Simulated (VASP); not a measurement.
Here is a VASP 6.6.1 calculation.

The input INCAR:

```
ALGO = Normal
EDIFF = 1E-6
EDIFFG = -0.005
ENCUT = 600
GGA = PE
IBRION = 2
ISIF = 3
ISMEAR = 0
LASPH = True
LCHARG = False
LREAL = False
LWAVE = False
NELM = 80
NSW = 100
PREC = Accurate
SIGMA = 0.02
```

KPOINTS

```
k-points
0
Gamma
  12 12 4
```

The input POSCAR:

```
PtSe2
1.0
    3.7516620530      0.0000000000      0.0000000000
   -1.8758310265      3.2490346443      0.0000000000
    0.0000000000      0.0000000000      6.5268789407
Pt Se
1 2
Direct
    0.0000000000      0.0000000000      0.0000000000
    0.3333333333      0.6666666667      0.2001869818
    0.6666666667      0.3333333333      0.7998130182
```

Potentials or basis: VASP PAW PBE potentials, release 64 (Pt, Se).

Command:

```bash
$ cat potpaw_PBE.64/Pt/POTCAR potpaw_PBE.64/Se/POTCAR > POTCAR
$ mpirun -np 1 vasp_std > vasp.out
```

Question: Estimate the relaxed cell.

Answer: a = 3.751 Å, b = 3.751 Å, c = 6.527 Å, α = 90.00°, β = 90.00°, γ = 120.00°.

Question: What does it give for the band gap on the k mesh?

Answer: 0.89 eV (least direct gap 1.04 eV).

Question: Estimate the space group after relaxing (to 0.1 Å).

Answer: P-3m1 (No. 164).

Question: What does it give for the relaxed volume?

Answer: 26.51 Å³/atom.

Final structure:
```
Pt Se
1.0
     3.75121    0.00000    0.00000
    -1.87560    3.24864    0.00000
     0.00000    0.00000    6.52666
Pt Se
1 2
Direct
  0.00000 0.00000 0.00000
  0.33333 0.66667 0.20018
  0.66667 0.33333 0.79982
```

Caveat: spin-orbit coupling is left out, which moves the levels of the heavy elements; this functional lacks dispersion, which binds layers or chains, so the pressure and a relaxed spacing across them are unreliable. As with any semilocal functional, this PBE gap is likely too small.
